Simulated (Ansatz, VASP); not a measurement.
**ZrTa2N4: VASP beside Ansatz**

Contents of INCAR:

```
ALGO = Normal
EDIFF = 1E-6
EDIFFG = -0.08
ENCUT = 600
GGA = PE
IBRION = 2
ISIF = 3
ISMEAR = 0
LASPH = T
LCHARG = F
LREAL = F
LWAVE = F
NELM = 60
NSW = 36
PREC = Accurate
SIGMA = 0.15
```

KPOINTS

```
k-points
0
Gamma
  3 4 2
```

POSCAR

```
ZrTa2N4
1.0
    4.8877377000      0.0000000000      0.0000000000
    0.0000000000      2.8470747500      0.0000000000
   -1.3888289000      0.0000000000      6.4732007800
Zr Ta N
1 2 4
Direct
    0.6557750100      0.5000000000      0.5085520100
    0.0292870000      0.0000000000      0.0022540000
    0.4744589900      0.5000000000      0.9982630000
    0.3922649900      0.0000000000      0.1904970000
    0.8820459800      0.5000000000      0.1646970100
    0.6226530100      0.0000000000      0.8361120200
    0.1135150000      0.5000000000      0.8096259800
```

Input for Ansatz:

```yaml
crystal:
  lattice:
    - [4.8877377, 0.0, 0.0]
    - [0.0, 2.84707475, 0.0]
    - [-1.3888289, 0.0, 6.47320078]
  atoms:
    - { symbol: Zr, position: [0.65577501, 0.5, 0.50855201] }
    - { symbol: Ta, position: [0.029287, 0.0, 0.002254] }
    - { symbol: Ta, position: [0.47445899, 0.5, 0.998263] }
    - { symbol: "N", position: [0.39226499, 0.0, 0.190497] }
    - { symbol: "N", position: [0.88204598, 0.5, 0.16469701] }
    - { symbol: "N", position: [0.62265301, 0.0, 0.83611202] }
    - { symbol: "N", position: [0.113515, 0.5, 0.80962598] }
basis:
  ecutwfc: 420
kpoints:
  mp_grid: { grid: [3, 4, 2] }
hamiltonian:
  xc: pbe
scf:
  occupations: { method: gaussian, width: 0.15 }
  lower_state_search: "off"
output:
  forces: true
  stress: true
  eigenvalues: true
relax:
  adjacent_minimum: "off"
  f_tol: 0.08
  max_steps: 16
  cell: { stress_tol: 0.8 }
```

Change from the starting cell: species swapped into the KV2S4 type (Pm, No. 6).

Alike in both runs: task relaxation of cell and atoms; functional PBE; k mesh 3 × 4 × 2; occupations gaussian, width 0.15 eV; no spin polarisation.

|  | VASP | Ansatz |
| --- | --- | --- |
| version | VASP 6.6.1 | Ansatz 0.2.0 |
| potentials or method | VASP PAW PBE potentials, release 64 (Zr_sv, Ta_pv, N), cutoff 600 eV | scalar-relativistic, plane waves, PAW |
| valence electrons in the cell | 54 | 58 |

|  | VASP | Ansatz | Ansatz less VASP |
| --- | --- | --- | --- |
| gap on the k mesh at the Fermi level, each at its own relaxed structure (eV) | none | none | - |
| relaxed volume (Å³/atom) | 12.56 | 12.54 | -0.020 |
| relaxed cell length with the largest relative difference (Å) | 5.341 | 5.338 | -0.0029 |

A gap of «none» marks a metal or a gap that the smearing closes. VASP's potentials hold 54 valence electrons a cell and Ansatz's 58, so a difference there can come from the potentials and not from the codes.

The k mesh is coarse, so the values compare programs but aren't converged. Neither program's run includes spin-orbit coupling.
